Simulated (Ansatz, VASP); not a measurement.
# Co2Re in VASP and in Ansatz

```
Co Re
1.0
     0.00000    3.26992    3.26992
     3.26992    0.00000    3.26992
     3.26992    3.26992    0.00000
Co Re
4 2
Direct
  0.62500 0.62500 0.62500
  0.12500 0.62500 0.62500
  0.62500 0.62500 0.12500
  0.62500 0.12500 0.62500
  0.00000 0.00000 0.00000
  0.25000 0.25000 0.25000
```

Alike in both runs: functional PBE; k mesh 10 × 10 × 10; occupations gaussian, width 0.1 eV; collinear spin.

Ansatz relaxed the structure, and its values are those at the end. VASP's run is a single point on that final structure, the one shown.

|  | VASP | Ansatz |
| --- | --- | --- |
| version | VASP 6.6.1 | Ansatz 0.2.0 |
| potentials or method | VASP PAW PBE potentials, release 64 (Co, Re), cutoff 520 eV | scalar-relativistic, plane waves, PAW |
| valence electrons in the cell | 50 | 98 |

|  | VASP | Ansatz | Ansatz less VASP |
| --- | --- | --- | --- |
| gap on the k mesh at the Fermi level (eV) | none | none | - |
| pressure (GPa) | -1.0 | 0.0 | +0.97 |
| net moment per atom (μB) | 0.35 | 0.35 | 0.000 |
| size of the moment on the site where the two differ most (μB) | 0.51 | 0.52 | +0.012 |

Site moments also hang on the region over which each program counts them. A gap of «none» marks a metal or a gap that the smearing closes. The functional is the same, so the differences come from potentials, cutoffs and numerics. VASP's potentials hold 50 valence electrons a cell and Ansatz's 98, so a difference there can come from the potentials and not from the codes.

Neither program's run includes spin-orbit coupling.
